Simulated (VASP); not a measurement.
# Pd (Fm-3m) in VASP: further runs

The runs below take Pd through single point, relaxation of cell and atoms, with PBEsol.

Program: VASP 6.6.1. These are calculated values, not measurements. Logs are shortened: lines on timing, memory, paths and dates and some standing lists are left out, and cuts for length are marked.

### Step 1. The cell of the first run

It takes space group Fm-3m (No. 225, cubic). The conventional cell has a = 3.893 Å, b = 3.893 Å, c = 3.893 Å, α = 90.00°, β = 90.00°, γ = 90.00°. Pd (site symmetry m-3m) has 12 Pd at 2.75 Å within 3.6 Å.

### Step 2. Single point, PBEsol

INCAR

```
PREC = Accurate
ENCUT = 500
EDIFF = 1E-6
ISMEAR = 0
SIGMA = 0.1
LREAL = False
LASPH = True
NELM = 120
ALGO = Normal
ISIF = 2
LWAVE = False
LCHARG = False
GGA = PS
NBANDS = 11
GGA_COMPAT = False
```

KPOINTS

```
Automatic mesh
0
Gamma
  8 8 8
```

POSCAR

```
Pd
1.0
    0.0000000000      1.9465000000      1.9465000000
    1.9465000000      0.0000000000      1.9465000000
    1.9465000000      1.9465000000      0.0000000000
Pd
1
Direct
    0.0000000000      0.0000000000      0.0000000000
```

Potentials or basis: VASP PAW PBE potentials, release 64 (Pd).

Run with:

```bash
$ cat potpaw_PBE.64/Pd/POTCAR > POTCAR
$ mpirun -np 1 vasp_std > vasp.out
```

OUTCAR:

```text
PREC = Accurate
   ENCUT = 500
   EDIFF = 1E-6
   ISMEAR = 0
   LREAL = False
   LASPH = True
   NELM = 120
   ISIF = 2
   GGA = PS

 ion  position               nearest neighbor table
   1  0.000  0.000  0.000-

  LATTYP: Found a face centered cubic cell.
 ALAT       =     3.8930000000

  Lattice vectors:

 A1 = (   0.0000000000,   1.9465000000,   1.9465000000)
 A2 = (   1.9465000000,   0.0000000000,   1.9465000000)
 A3 = (   1.9465000000,   1.9465000000,   0.0000000000)

Analysis of symmetry for initial positions (statically):
=====================================================================
 Subroutine PRICEL returns:
 Original cell was already a primitive cell.

 Routine SETGRP: Setting up the symmetry group for a
 face centered cubic supercell.

 Subroutine GETGRP returns: Found 48 space group operations
 (whereof 48 operations were pure point group operations)
 out of a pool of 48 trial point group operations.

The static configuration has the point symmetry O_h .

Analysis of symmetry for dynamics (positions and initial velocities):
=====================================================================
 Subroutine PRICEL returns:
 Original cell was already a primitive cell.

 Routine SETGRP: Setting up the symmetry group for a
 face centered cubic supercell.

 Subroutine GETGRP returns: Found 48 space group operations
 (whereof 48 operations were pure point group operations)
 out of a pool of 48 trial point group operations.

The dynamic configuration has the point symmetry O_h .

 Subroutine INISYM returns: Found 48 space group operations
 (whereof 48 operations are pure point group operations),
 and found     1 'primitive' translations

----------------------------------------------------------------------------------------

                                     Primitive cell

  volume of cell :      14.7500

  direct lattice vectors                    reciprocal lattice vectors
     0.000000000  1.946500000  1.946500000    -0.256871307  0.256871307  0.256871307
     1.946500000  0.000000000  1.946500000     0.256871307 -0.256871307  0.256871307
     1.946500000  1.946500000  0.000000000     0.256871307  0.256871307 -0.256871307

  length of vectors
     2.752766699  2.752766699  2.752766699     0.444914156  0.444914156  0.444914156

  position of ions in fractional coordinates (direct lattice)
     0.000000000  0.000000000  0.000000000

  ion indices of the primitive-cell ions
   primitive index   ion index
                 1           1

----------------------------------------------------------------------------------------

 KPOINTS: Automatic mesh

Automatic generation of k-mesh.
 Grid dimensions read from file:
 generate k-points for:    8    8    8

 Generating k-lattice:

  Cartesian coordinates                     Fractional coordinates (reciprocal lattice)
    -0.032108913  0.032108913  0.032108913     0.125000000  0.000000000  0.000000000
     0.032108913 -0.032108913  0.032108913     0.000000000  0.125000000  0.000000000
     0.032108913  0.032108913 -0.032108913     0.000000000  0.000000000  0.125000000

  Length of vectors
     0.055614269  0.055614269  0.055614269

  Shift w.r.t. Gamma in fractional coordinates (k-lattice)
     0.000000000  0.000000000  0.000000000

 Subroutine IBZKPT returns following result:
 ===========================================

 Found     29 irreducible k-points:

 Following reciprocal coordinates:
            Coordinates               Weight
  0.000000  0.000000  0.000000      1.000000
  0.125000  0.000000  0.000000      8.000000
  0.250000  0.000000  0.000000      8.000000
  0.375000  0.000000  0.000000      8.000000
  0.500000  0.000000  0.000000      4.000000
  0.125000  0.125000  0.000000      6.000000
[... 16 lines left out ...]
  0.500000  0.250000  0.125000     48.000000
 -0.375000  0.250000  0.125000     24.000000
 [... further k-points ...]
   k-points           NKPTS =     29   k-points in BZ     NKDIM =     29   number of bands    NBANDS=     11
   number of dos      NEDOS =    301   number of ions     NIONS =      1
   total plane-waves  NPLWV =   8000
   dimension x,y,z NGX =    20 NGY =   20 NGZ =   20
   dimension x,y,z NGXF=    40 NGYF=   40 NGZF=   40
   ions per type =               1
   NGX,Y,Z   is equivalent  to a cutoff of  12.08, 12.08, 12.08 a.u.
   NGXF,Y,Z  is equivalent  to a cutoff of  24.16, 24.16, 24.16 a.u.
 SYSTEM =  unknown system
   PREC   = accura    normal or accurate (medium, high low for compatibility)
   ISTART =      0    job   : 0-new  1-cont  2-samecut
   ICHARG =      2    charge: 1-file 2-atom 10-const
   ISPIN  =      1    spin polarized calculation?
   LNONCOLLINEAR =      F non collinear calculations
   LSORBIT =      F    spin-orbit coupling
   LASPH  =      T    aspherical Exc in radial PAW
   ENCUT  =  500.0 eV  36.75 Ry    6.06 a.u.   5.02  5.02  5.02*2*pi/ulx,y,z
   NELM   =    120;   NELMIN=  2; NELMDL= -5     # of ELM steps
   EDIFF  = 0.1E-05   stopping-criterion for ELM
   LREAL  =      F    real-space projection
   EDIFFG = 0.1E-04   stopping-criterion for IOM
   NSW    =      0    number of steps for IOM
   IBRION =     -1    ionic relax: 0-MD 1-quasi-New 2-CG
   NFREE  =      0    steps in history (QN), initial steepest desc. (CG)
   ISIF   =      2    stress and relaxation
   ISYM   =      2    0-nonsym 1-usesym 2-fastsym
   POTIM  = 0.5000    time-step for ionic-motion
   TEBEG  =    0.0;   TEEND  =   0.0 temperature during run
   PSTRESS=    0.0 pullay stress
   NELECT =      10.0000    total number of electrons
   NUPDOWN=      -1.0000    fix difference up-down
   EMIN   =  10.00;   EMAX   =-10.00  energy-range for DOS
   EFERMI =   0.00;   METHOD = LEGACY
   ISMEAR =     0;   SIGMA  =   0.10  broadening in eV -4-tet -1-fermi 0-gaus
   EFERMI_NEDOS =   21; number of points for ismear=-14 and -15
   IALGO  =     38    algorithm
   IMIX   =      4    mixing-type and parameters
     AMIX     =   0.40;   BMIX     =  1.00
     AMIX_MAG =   1.60;   BMIX_MAG =  1.00
  volume/ion in A,a.u.               =      14.75        99.54
  Fermi-wavevector in a.u.,A,eV,Ry     =   1.438171  2.717748 28.141404  2.068335
  Thomas-Fermi vector in A             =   2.557167
   LORBIT       =      0    0 simple, 1 ext, 2 COOP (PROOUT), +10 PAW based schemes
   GGA     = PS    functional components
   LHFCALC =     F    Hartree Fock is set to
   AEXX    =    0.0000 exact exchange contribution
   IVDW    =     0    specifies the selected vdW correction
   LEPSILON=     F    determine dielectric tensor
   LRPA    =     F    only Hartree local field effects (RPA)
 non-spin polarized calculation
 Gauss-broadening in eV      SIGMA  =   0.10
  energy-cutoff  :      500.00
  volume of cell :       14.75
 maximum number of plane-waves:       388
   NGX =  9   NGY =  9   NGZ =  9

 number of electron      10.0000000 magnetization

 number of electron       9.9999999 magnetization

 Free energy of the ion-electron system (eV)
  ---------------------------------------------------
  ext. energy  EPLUGINS =         0.00000000
  ---------------------------------------------------
  free energy    TOTEN  =        -5.93989517 eV

  energy without entropy =       -5.92755222  energy(sigma->0) =       -5.93372369

 E-fermi :   9.7281     XC(G=0): -13.3743

 val. band max:        9.6832273969   @ k =  -0.3750   0.3750   0.1250
 cond. band min:       9.7326128264   @ k =   0.5000   0.2500   0.0000
 fundamental gap:      0.0493854296
 Fermi energy:         9.7281217818

 k-point     1 :       0.0000    0.0000    0.0000
  band No.  band energies     occupation
      1       2.3805      2.00000
      2       6.8022      2.00000
      3       6.8022      2.00000
      4       6.8022      2.00000
      5       8.4312      2.00000
      6       8.4312      2.00000
      7      26.7486      0.00000
      8      31.5124      0.00000
      9      31.5124      0.00000
     10      31.5124      0.00000
     11      35.8126      0.00000

 k-point     2 :       0.1250    0.0000    0.0000
  band No.  band energies     occupation
      1       2.9289      2.00000
      2       6.6294      2.00000
      3       6.9755      2.00000
      4       6.9755      2.00000
      5       8.3633      2.00000
      6       8.3633      2.00000
      7      27.1876      0.00000
      8      28.8175      0.00000
      9      32.1341      0.00000
     10      32.1341      0.00000
     11      36.3776      0.00000

 k-point     3 :       0.2500    0.0000    0.0000
  band No.  band energies     occupation
      1       4.0884      2.00000
      2       6.7392      2.00000
      3       7.0970      2.00000
      4       7.0970      2.00000
      5       8.5803      2.00000
      6       8.5803      2.00000
      7      24.0881      0.00000
      8      27.7962      0.00000
      9      33.1883      0.00000
     10      33.1883      0.00000
     11      35.3423      0.00000

 k-point     4 :       0.3750    0.0000    0.0000
  band No.  band energies     occupation
      1       4.3796      2.00000
      2       6.8790      2.00000
      3       6.8790      2.00000
      4       8.6739      2.00000
      5       9.2730      2.00000
      6       9.2730      2.00000
      7      19.5641      0.00000
      8      26.6556      0.00000
      9      31.6684      0.00000
     10      31.6684      0.00000
     11      36.3156      0.00000

 k-point     5 :       0.5000    0.0000    0.0000
  band No.  band energies     occupation
      1       4.3011      2.00000
      2       6.7546      2.00000
      3       6.7546      2.00000
      4       9.6424      1.77460
      5       9.6424      1.77460
      6      10.5403      0.00000
      7      16.9088      0.00000
      8      26.0976      0.00000
      9      30.6364      0.00000
     10      30.6364      0.00000
     11      36.9241      0.00000
[... 211 lines left out ...]
 k-point    21 :       0.5000    0.5000    0.0000
  band No.  band energies     occupation
      1       4.2138      2.00000
      2       4.5149      2.00000
      3       9.6156      1.88847
      4       9.9593      0.00108
      5       9.9593      0.00108
      6      12.8750      0.00000
      7      20.3493      0.00000
      8      22.7342      0.00000
      9      22.7342      0.00000
     10      31.1082      0.00000
     11      31.2661      0.00000

 k-point    22 :       0.3750    0.2500    0.1250
  band No.  band energies     occupation
      1       5.0964      2.00000
      2       5.7730      2.00000
      3       6.8426      2.00000
      4       8.0931      2.00000
      5       8.2771      2.00000
      6       9.9218      0.00617
      7      24.6246      0.00000
      8      25.4444      0.00000
      9      28.9008      0.00000
     10      31.5572      0.00000
     11      35.1918      0.00000

 k-point    23 :       0.5000    0.2500    0.1250
  band No.  band energies     occupation
      1       5.3021      2.00000
      2       6.1926      2.00000
      3       6.5928      2.00000
      4       7.9064      2.00000
      5       9.1334      2.00000
      6      12.0808      0.00000
      7      20.2680      0.00000
      8      24.6997      0.00000
      9      26.8884      0.00000
     10      31.6636      0.00000
     11      35.3812      0.00000

 k-point    24 :      -0.3750    0.2500    0.1250
  band No.  band energies     occupation
      1       5.2452      2.00000
      2       5.9997      2.00000
      3       7.1804      2.00000
      4       7.6753      2.00000
      5       9.5050      1.99840
      6      14.4301      0.00000
      7      16.9544      0.00000
      8      25.2296      0.00000
      9      25.5232      0.00000
     10      30.7316      0.00000
     11      35.9063      0.00000

 [... further k-points ...]

------------------------ aborting loop because EDIFF is reached ----------------------------------------

  FORCE on cell =-STRESS in cart. coord.  units (eV):
  Direction    XX          YY          ZZ          XY          YZ          ZX
  --------------------------------------------------------------------------------------
  -------------------------------------------------------------------------------------
  Total       -0.1879723     -0.1879723     -0.1879723     -0.0000000      0.0000000      0.0000000
  in kB      -20.4179046    -20.4179046    -20.4179046     -0.0000000      0.0000000      0.0000000
  external PRESSURE =     -20.4179046 kB  Pullay stress =       0.0000000 kB

 VOLUME and BASIS-vectors are now :
 -----------------------------------------------------------------------------
  energy-cutoff  :      500.00
  volume of cell :       14.75
      direct lattice vectors                 reciprocal lattice vectors
     0.000000000  1.946500000  1.946500000    -0.256871307  0.256871307  0.256871307
     1.946500000  0.000000000  1.946500000     0.256871307 -0.256871307  0.256871307
     1.946500000  1.946500000  0.000000000     0.256871307  0.256871307 -0.256871307

 POSITION                                       TOTAL-FORCE (eV/Angst)
 -----------------------------------------------------------------------------------
      0.00000      0.00000      0.00000         0.000000      0.000000      0.000000
 -----------------------------------------------------------------------------------
    total drift:                               -0.000000     -0.000000     -0.000000

  FREE ENERGIE OF THE ION-ELECTRON SYSTEM (eV)
  ---------------------------------------------------
  free  energy   TOTEN  =        -5.9398951680 eV

  energy  without entropy=       -5.9275522154  energy(sigma->0) =       -5.93372369
```

Wall time 4.8 s (1 thread of AMD EPYC 7R43 (Zen 3), shared host); peak memory 0.09 GiB.

What came out:

```
Free energy            : -5.9399 eV
Pressure               : -2.0 GPa
Band gap on the k mesh : zero (bands 5 and 6 overlap by 1.60 eV)
```

Caveat: the PAW data sets were made with another functional, which shifts forces and pressure a little.

### Step 3. Relaxation of cell and atoms, PBEsol

INCAR

```
SYSTEM = Pd
PREC = Accurate
ENCUT = 500
EDIFF = 1E-7
ISMEAR = 0
SIGMA = 0.1
LREAL = .False.
LASPH = .True.
NELM = 120
ALGO = Normal
ISIF = 3
LWAVE = .False.
LCHARG = .False.
GGA = PS
IBRION = 2
NSW = 100
EDIFFG = -0.002
GGA_COMPAT = .False.
NELMIN = 4
```

KPOINTS

```
Automatic mesh
0
Gamma
  18 18 18
  0 0 0
```

POSCAR is that of step 2.

Potentials or basis: VASP PAW PBE potentials, release 64 (Pd).

Run with:

```bash
$ cat potpaw_PBE.64/Pd/POTCAR > POTCAR
$ mpirun -np 1 vasp_std > vasp.out
```

Wall time 42 s (1 thread of AMD EPYC 7R43 (Zen 3), shared host); peak memory 0.12 GiB.

The run converged. Its results:

```yaml
Free_energy: -5.9695 eV
Relaxed_volume: 14.53 Å³/atom
Relaxed_cell: a = 2.739 Å, b = 2.739 Å, c = 2.739 Å, α = 60.00°, β = 60.00°, γ = 60.00°
Space_group_after_relaxing_to_0.1_Å: Fm-3m (No. 225)
Energy_gained_by_relaxing: 2.2 meV/atom
Ionic_steps: 3
Pressure_after_relaxing: 0.0 GPa
Band_gap_on_the_k_mesh: zero (bands 5 and 6 overlap by 1.63 eV)
```

The path:
| step | energy change (eV) | largest force (eV/Å) | pressure (GPa) | volume (Å³) |
| --- | --- | --- | --- | --- |
| 1 | 0.0000 | 0.0000 | -3.01 | 14.75 |
| 2 | 0.0037 | 0.0000 | 5.45 | 14.17 |
| 3 | -0.0022 | 0.0000 | -0.01 | 14.53 |

Final structure:
```
Pd
1.0
     0.00000    1.93657    1.93657
     1.93657    0.00000    1.93657
     1.93657    1.93657    0.00000
Pd
1
Direct
  0.00000 0.00000 0.00000
```

Levels at points of the mesh, in eV from the Fermi level:
| k point | band 3 | band 4 | band 5 | band 6 | band 7 | band 8 |
| --- | --- | --- | --- | --- | --- | --- |
| (0.00, 0.00, 0.00) | -2.93 | -2.93 | -1.25 | -1.25 | 17.13 | 21.99 |
| (0.50, 0.00, 0.00) | -2.97 | -0.02 | -0.02 | 0.88 | 7.39 | 16.49 |
| (0.50, 0.50, 0.00) | -0.04 | 0.30 | 0.30 | 3.25 | 10.87 | 13.19 |

Caveat: the PAW data sets were made with another functional, which shifts forces and pressure a little.
